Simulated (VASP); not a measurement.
# Be4ZnSe (P-6m2) in VASP: a series of runs, part 2 of 2

VASP 6.6.1.

### Step 4. Single point, PBE

This run uses another cell than the first one, of 13.78 Å³/atom, 0.986 times its volume.

File INCAR:

```
SYSTEM = Be4ZnSe
  ALGO = Normal
  EDIFF = 1E-6
  ENCUT = 600
  GGA = PE
  GGA_COMPAT = .False.
  ISIF = 2
  ISMEAR = 0
  LASPH = .True.
  LCHARG = .False.
  LREAL = .False.
  LWAVE = .False.
  NBANDS = 22
  NELM = 120
  PREC = Accurate
  SIGMA = 0.2
```

File KPOINTS:

```
k-points
0
Gamma
  4 4 4
  0 0 0
```

File POSCAR:

```
Be4ZnSe
1.0
    4.1614274796      0.0000000000      0.0000000000
   -2.0807137398      3.6039019133      0.0000000000
    0.0000000000      0.0000000000      5.5115192482
Be Zn Se
4 1 1
Direct
    0.6666666667      0.3333333333      0.0000000000
    0.0000000000      0.0000000000      0.0000000000
    0.3333333333      0.6666666667      0.5000000000
    0.3333333333      0.6666666667      0.0000000000
    0.0000000000      0.0000000000      0.5000000000
    0.6666666667      0.3333333333      0.5000000000
```

On the command line:

```console
cat potpaw_PBE.64/Be/POTCAR potpaw_PBE.64/Zn/POTCAR potpaw_PBE.64/Se/POTCAR > POTCAR
mpirun -np 1 vasp_std > vasp.out
```

It took 12 s on 1 thread of Intel Xeon 6975P-C (Granite Rapids), shared host; peak memory 0.24 GiB.

It converged, with:

| Quantity | Value |
| --- | --- |
| Free energy | -15.4395 eV |
| Pressure | 0.4 GPa |
| Band gap on the k mesh | zero (band 13 reaches 4.45 eV, above the bottom of band 14 at 3.62 eV) |

Stress tensor (GPa, compression positive):
```
0.25 0.00 0.00
0.00 0.25 0.00
0.00 0.00 0.56
```

Levels at points of the mesh, in eV from the Fermi level:
| k point | band 10 | band 11 | band 12 | band 13 | band 14 | band 15 | band 16 | band 17 |
| --- | --- | --- | --- | --- | --- | --- | --- | --- |
| (0.00, 0.00, 0.00) | -3.84 | -2.23 | -0.62 | -0.62 | 1.10 | 1.93 | 1.93 | 2.40 |
| (0.50, 0.00, 0.00) | -4.04 | -3.25 | -1.74 | -1.67 | -0.77 | 1.67 | 3.69 | 5.06 |
| (0.00, 0.00, 0.50) | -3.38 | -2.10 | -0.27 | -0.27 | 0.67 | 1.41 | 1.41 | 1.59 |
| (0.50, 0.00, 0.50) | -4.73 | -2.17 | -1.25 | -1.25 | 1.71 | 2.00 | 2.29 | 2.82 |

Caveat: the k points lie up to 0.44 Å⁻¹ apart.

### Step 5. Single point, PBE

This run uses another cell than the first one, of 13.61 Å³/atom, 0.974 times its volume.

File INCAR:

```
PREC = Accurate
ENCUT = 600
EDIFF = 1E-6
ISMEAR = 0
SIGMA = 0.2
LREAL = F
LASPH = T
NELM = 120
ALGO = Normal
ISIF = 2
LWAVE = F
LCHARG = F
GGA = PE
NBANDS = 22
GGA_COMPAT = F
```

File KPOINTS:

```
regular mesh
0
Gamma
  6 6 2
```

File POSCAR:

```
Be4ZnSe
1.0
    3.7955447961      0.0000000000      0.0000000000
   -1.8977723980      3.2870382146      0.0000000000
    0.0000000000      0.0000000000      6.5433063196
Be Zn Se
4 1 1
Direct
    0.0000000000      0.0000000000      0.1889795815
    0.0000000000      0.0000000000      0.8110204185
    0.6666666667      0.3333333333      0.5000000000
    0.0000000000      0.0000000000      0.5000000000
    0.3333333333      0.6666666667      0.5000000000
    0.3333333333      0.6666666667      0.0000000000
```

Potentials or basis: VASP PAW PBE potentials, release 64 (Be, Zn, Se).

On the command line:

```console
cat potpaw_PBE.64/Be/POTCAR potpaw_PBE.64/Zn/POTCAR potpaw_PBE.64/Se/POTCAR > POTCAR
mpirun -np 1 vasp_std > vasp.out
```

OUTCAR:

```text
PREC = Accurate
   ENCUT = 600
   EDIFF = 1E-6
   ISMEAR = 0
   LREAL = F
   LASPH = T
   NELM = 120
   ISIF = 2
   GGA = PE

 ion  position               nearest neighbor table
   1  0.000  0.000  0.189-   4 2.04   6 2.52   6 2.52   6 2.52
   2  0.000  0.000  0.811-   4 2.04   6 2.52   6 2.52   6 2.52
   3  0.667  0.333  0.500-   4 2.19   5 2.19   5 2.19   4 2.19   4 2.19   5 2.19
   4  0.000  0.000  0.500-   1 2.04   2 2.04   3 2.19   5 2.19   5 2.19   3 2.19   3 2.19   5 2.19

   5  0.333  0.667  0.500-   4 2.19   3 2.19   3 2.19   4 2.19   4 2.19   3 2.19
   6  0.333  0.667  0.000-   1 2.52   2 2.52   1 2.52   2 2.52   1 2.52   2 2.52

  LATTYP: Found a hexagonal cell.
 ALAT       =     3.7955447961
 C/A-ratio  =     1.7239439056

  Lattice vectors:

 A1 = (   3.7955447961,   0.0000000000,   0.0000000000)
 A2 = (  -1.8977723980,   3.2870382146,   0.0000000000)
 A3 = (   0.0000000000,   0.0000000000,   6.5433063196)

Analysis of symmetry for initial positions (statically):
=====================================================================
 Subroutine PRICEL returns:
 Original cell was already a primitive cell.

 Routine SETGRP: Setting up the symmetry group for a
 hexagonal supercell.

 Subroutine GETGRP returns: Found 12 space group operations
 (whereof 12 operations were pure point group operations)
 out of a pool of 24 trial point group operations.

The static configuration has the point symmetry D_3h.

Analysis of symmetry for dynamics (positions and initial velocities):
=====================================================================
 Subroutine PRICEL returns:
 Original cell was already a primitive cell.

 Routine SETGRP: Setting up the symmetry group for a
 hexagonal supercell.

 Subroutine GETGRP returns: Found 12 space group operations
 (whereof 12 operations were pure point group operations)
 out of a pool of 24 trial point group operations.

The dynamic configuration has the point symmetry D_3h.

 Subroutine INISYM returns: Found 12 space group operations
 (whereof 12 operations are pure point group operations),
 and found     1 'primitive' translations

----------------------------------------------------------------------------------------

                                     Primitive cell

  volume of cell :      81.6349

  direct lattice vectors                    reciprocal lattice vectors
     3.795544796  0.000000000  0.000000000     0.263466789  0.152112622  0.000000000
    -1.897772398  3.287038215  0.000000000     0.000000000  0.304225243  0.000000000
     0.000000000  0.000000000  6.543306320     0.000000000  0.000000000  0.152827936

  length of vectors
     3.795544796  3.795544796  6.543306320     0.304225243  0.304225243  0.152827936

  position of ions in fractional coordinates (direct lattice)
     0.000000000  0.000000000  0.188979581
     0.000000000  0.000000000  0.811020419
     0.666666667  0.333333333  0.500000000
     0.000000000  0.000000000  0.500000000
     0.333333333  0.666666667  0.500000000
     0.333333333  0.666666667  0.000000000

  ion indices of the primitive-cell ions
   primitive index   ion index
                 1           1
                 2           2
[... 36 lines left out ...]
  0.500000 -0.000000  0.000000      3.000000
  0.166667  0.166667  0.000000      6.000000
  0.333333  0.166667  0.000000     12.000000
  0.333333  0.333333  0.000000      2.000000
  0.000000  0.000000  0.500000      1.000000
  0.166667 -0.000000  0.500000      6.000000
  0.333333  0.000000  0.500000      6.000000
  0.500000 -0.000000  0.500000      3.000000
  0.166667  0.166667  0.500000      6.000000
  0.333333  0.166667  0.500000     12.000000
  0.333333  0.333333  0.500000      2.000000
   k-points           NKPTS =     14   k-points in BZ     NKDIM =     14   number of bands    NBANDS=     22
   number of dos      NEDOS =    301   number of ions     NIONS =      6
   total plane-waves  NPLWV =  48600
   dimension x,y,z NGX =    30 NGY =   30 NGZ =   54
   dimension x,y,z NGXF=    60 NGYF=   60 NGZF=  108
   ions per type =               4   1   1
   NGX,Y,Z   is equivalent  to a cutoff of  13.14, 13.14, 13.72 a.u.
   NGXF,Y,Z  is equivalent  to a cutoff of  26.28, 26.28, 27.44 a.u.
 SYSTEM =  unknown system
   PREC   = accura    normal or accurate (medium, high low for compatibility)
   ISTART =      0    job   : 0-new  1-cont  2-samecut
   ICHARG =      2    charge: 1-file 2-atom 10-const
   ISPIN  =      1    spin polarized calculation?
   LNONCOLLINEAR =      F non collinear calculations
   LSORBIT =      F    spin-orbit coupling
   LASPH  =      T    aspherical Exc in radial PAW
   ENCUT  =  600.0 eV  44.10 Ry    6.64 a.u.   7.58  7.58 13.07*2*pi/ulx,y,z
   NELM   =    120;   NELMIN=  2; NELMDL= -5     # of ELM steps
   EDIFF  = 0.1E-05   stopping-criterion for ELM
   LREAL  =      F    real-space projection
   EDIFFG = 0.1E-04   stopping-criterion for IOM
   NSW    =      0    number of steps for IOM
   IBRION =     -1    ionic relax: 0-MD 1-quasi-New 2-CG
   NFREE  =      0    steps in history (QN), initial steepest desc. (CG)
   ISIF   =      2    stress and relaxation
   ISYM   =      2    0-nonsym 1-usesym 2-fastsym
   POTIM  = 0.5000    time-step for ionic-motion
   TEBEG  =    0.0;   TEEND  =   0.0 temperature during run
   PSTRESS=    0.0 pullay stress
   NELECT =      26.0000    total number of electrons
   NUPDOWN=      -1.0000    fix difference up-down
   EMIN   =  10.00;   EMAX   =-10.00  energy-range for DOS
   EFERMI =   0.00;   METHOD = LEGACY
   ISMEAR =     0;   SIGMA  =   0.20  broadening in eV -4-tet -1-fermi 0-gaus
   EFERMI_NEDOS =   21; number of points for ismear=-14 and -15
   IALGO  =     38    algorithm
   IMIX   =      4    mixing-type and parameters
     AMIX     =   0.40;   BMIX     =  1.00
     AMIX_MAG =   1.60;   BMIX_MAG =  1.00
  volume/ion in A,a.u.               =      13.61        91.82
  Fermi-wavevector in a.u.,A,eV,Ry     =   1.117997  2.112708 17.006152  1.249917
  Thomas-Fermi vector in A             =   2.254624
   LORBIT       =      0    0 simple, 1 ext, 2 COOP (PROOUT), +10 PAW based schemes
   GGA     = PE    functional components
   LHFCALC =     F    Hartree Fock is set to
   AEXX    =    0.0000 exact exchange contribution
   IVDW    =     0    specifies the selected vdW correction
   LEPSILON=     F    determine dielectric tensor
   LRPA    =     F    only Hartree local field effects (RPA)
 non-spin polarized calculation
 Gauss-broadening in eV      SIGMA  =   0.20
  energy-cutoff  :      600.00
  volume of cell :       81.63
 maximum number of plane-waves:      2748
   NGX = 15   NGY = 15   NGZ = 27

 number of electron      26.0000005 magnetization

 Free energy of the ion-electron system (eV)
  ---------------------------------------------------
  ext. energy  EPLUGINS =         0.00000000
  ---------------------------------------------------
  free energy    TOTEN  =       -18.10808112 eV

  energy without entropy =      -18.08862329  energy(sigma->0) =      -18.09835221

 E-fermi :   4.6511     XC(G=0):  -9.8545

 val. band max:        4.3892840518   @ k =   0.1667  -0.0000   0.5000
 cond. band min:       4.7199820624   @ k =   0.1667  -0.0000   0.0000
 fundamental gap:      0.3306980106
 Fermi energy:         4.6511357909

 k-point     1 :       0.0000    0.0000    0.0000
  band No.  band energies     occupation
      1     -10.5412      2.00000
      2      -4.4826      2.00000
      3      -3.3835      2.00000
      4      -3.3835      2.00000
      5      -2.8641      2.00000
      6      -2.8641      2.00000
[... 339 lines left out ...]
     21      11.5258      0.00000
     22      11.7329      0.00000

------------------------ aborting loop because EDIFF is reached ----------------------------------------

  FORCE on cell =-STRESS in cart. coord.  units (eV):
  Direction    XX          YY          ZZ          XY          YZ          ZX
  --------------------------------------------------------------------------------------
  -------------------------------------------------------------------------------------
  Total        0.2662402      0.2662402     -0.1135421      0.0000000      0.0000000     -0.0000000
  in kB        5.2252627      5.2252627     -2.2283911      0.0000000      0.0000000     -0.0000000
  external PRESSURE =       2.7407114 kB  Pullay stress =       0.0000000 kB

 VOLUME and BASIS-vectors are now :
 -----------------------------------------------------------------------------
  energy-cutoff  :      600.00
  volume of cell :       81.63
      direct lattice vectors                 reciprocal lattice vectors
     3.795544796  0.000000000  0.000000000     0.263466789  0.152112622  0.000000000
    -1.897772398  3.287038215  0.000000000     0.000000000  0.304225243  0.000000000
     0.000000000  0.000000000  6.543306320     0.000000000  0.000000000  0.152827936

 POSITION                                       TOTAL-FORCE (eV/Angst)
 -----------------------------------------------------------------------------------
      0.00000      0.00000      1.23655        -0.000000      0.000000     -0.029211
      0.00000      0.00000      5.30676        -0.000000      0.000000      0.029211
      1.89777      1.09568      3.27165         0.000000     -0.000000      0.000000
      0.00000      0.00000      3.27165         0.000000      0.000000      0.000000
     -0.00000      2.19136      3.27165        -0.000000      0.000000      0.000000
     -0.00000      2.19136      0.00000        -0.000000      0.000000      0.000000
 -----------------------------------------------------------------------------------
    total drift:                                0.000000     -0.000000     -0.000000

  FREE ENERGIE OF THE ION-ELECTRON SYSTEM (eV)
  ---------------------------------------------------
  free  energy   TOTEN  =       -18.1080811188 eV

  energy  without entropy=      -18.0886232921  energy(sigma->0) =      -18.09835221
```

stdout:

```text
POSCAR found type information on POSCAR BeZnSe
 POSCAR found :  3 types and       6 ions
 scaLAPACK will be used
 LDA part: xc-table for (Slater+PW92), standard interpolation
 POSCAR, INCAR and KPOINTS ok, starting setup
 FFT: planning ... GRIDC
 FFT: planning ... GRID_SOFT
 FFT: planning ... GRID
 WAVECAR not read
 entering main loop
```

Wall time 15 s (1 thread of Intel Xeon 6975P-C (Granite Rapids), shared host); peak memory 0.22 GiB.

Results:

```
Free energy            : -18.1081 eV
Pressure               : 0.3 GPa
Largest force          : 0.029 eV/Å
Band gap on the k mesh : zero (band 13 reaches 6.04 eV, above the bottom of band 14 at 3.84 eV)
```

Forces in eV/Å, atoms in the order of the input:
```
Be   0.000  0.000 -0.029
Be   0.000  0.000  0.029
Be   0.000  0.000  0.000
Be   0.000  0.000  0.000
Zn   0.000  0.000  0.000
Se   0.000  0.000  0.000
```

Stress tensor (GPa, compression positive):
```
 0.52  0.00  0.00
 0.00  0.52  0.00
 0.00  0.00 -0.22
```

Caveat: the k points lie up to 0.48 Å⁻¹ apart.

### Step 6. Overview

```csv
cell,k mesh,gap on the mesh (eV),pressure (GPa),largest force (eV/Å)
"a = 3.763, b = 3.763, c = 6.835 Å, angles 90.0, 90.0, 120.0°, 6 atoms",4 × 4 × 3,none,0.1,0.02
"a = 4.756, b = 4.756, c = 3.750 Å, angles 90.0, 90.0, 120.0°, 6 atoms",4 × 4 × 4,none,0.1,0.04
"a = 4.161, b = 4.161, c = 5.512 Å, angles 90.0, 90.0, 120.0°, 6 atoms",4 × 4 × 4,none,0.4,-
"a = 3.796, b = 3.796, c = 6.543 Å, angles 90.0, 90.0, 120.0°, 6 atoms",6 × 6 × 2,none,0.3,0.03
```

Alike in all rows: task single point; level PBE; potentials or basis VASP PAW PBE potentials, release 64 (Be, Zn, Se); no spin polarisation; cutoff (eV) 600; smearing gaussian 0.2 eV.

Caveats: all runs use coarse meshes.

Total energies depend on the potentials used, so only differences within one code and one set of settings carry meaning.
